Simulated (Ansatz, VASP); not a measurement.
# ZnS in VASP and in Ansatz

```xyz
8
Lattice="-3.8467 0.0000 0.0000 -1.9234 -3.3314 0.0000 -0.4806 -0.2775 12.5902" Properties=species:S:1:pos:R:3 pbc="T T T"
Zn    0.0000    0.0000    8.2623
Zn    0.0000    0.0000    1.9672
Zn   -1.9234   -1.1105   11.4096
Zn   -3.8467   -2.2209    5.1145
S     0.0000    0.0000   10.6197
S    -1.9234   -3.3314    4.3246
S    -1.9234   -1.1105    1.1814
S    -3.8467   -2.2209    7.4765
```

Alike in both runs: task single point; functional PBE; k mesh 8 × 8 × 2; occupations gaussian, width 0.05 eV; no spin polarisation.

|  | VASP | Ansatz |
| --- | --- | --- |
| version | VASP 6.6.1 | Ansatz 0.2.0 |
| potentials or method | VASP PAW PBE potentials, release 64 (Zn, S), cutoff 520 eV | scalar-relativistic, plane waves, PAW |
| valence electrons in the cell | 72 | 72 |

Ansatz gave:

| Property | Result |
| --- | --- |
| gap on the k mesh at the Fermi level (eV) | 1.96 |
| least direct gap on the mesh (eV) | 1.96 |
| pressure (GPa) | -0.2 |
| traceless stress, the component that is largest in VASP (GPa) | 0.90 |
| rms of the force components (eV/Å) | 0.094 |

Question: Which values does VASP return?

Answer: gap on the k mesh at the Fermi level (eV): 1.96; least direct gap on the mesh (eV): 1.96; pressure (GPa): 0.0; traceless stress, the component that is largest in VASP (GPa): 0.89; rms of the force components (eV/Å): 0.094.

Atom by atom the forces differ by 0.001 eV/Å (rms over components). With one functional, cell and mesh, what is left measures potentials, basis and numerics.
